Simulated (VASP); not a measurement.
Input of a VASP 6.6.1 run:

INCAR

```
SYSTEM = Au
PREC     = Accurate       ! precision mode
ENCUT    = 520            ! plane-wave cutoff, eV
EDIFF    = 1E-6           ! SCF threshold, eV
ISMEAR   = 1              ! smearing method
SIGMA    = 0.2            ! smearing width, eV
LREAL    = .False.        ! projectors in reciprocal space
LASPH    = .True.         ! aspherical terms in the spheres
NELM     = 60             ! most SCF steps
ALGO     = Normal         ! electronic algorithm
ISIF     = 2              ! what is computed and relaxed
LWAVE    = .False.        ! write WAVECAR
LCHARG   = .True.         ! write CHGCAR
GGA      = PE             ! functional
LELF     = .True.         ! ELF
LVHAR    = .True.       
NBANDS   = 12             ! bands
```

File KPOINTS:

```
Automatic mesh
0
Gamma
  13 13 13
  0 0 0
```

POSCAR

```
Au
1.0
    0.0000000000      2.0782552709      2.0782552709
    2.0782552709      0.0000000000      2.0782552709
    2.0782552709      2.0782552709      0.0000000000
Au
1
Direct
    0.0000000000      0.0000000000      0.0000000000
```

Potentials or basis: VASP PAW PBE potentials, release 64 (Au).

Command:

```bash
$ cat potpaw_PBE.64/Au/POTCAR > POTCAR
$ mpirun -np 1 vasp_std > vasp.out
```

Q: Predict the pressure.

A: -0.4 GPa.
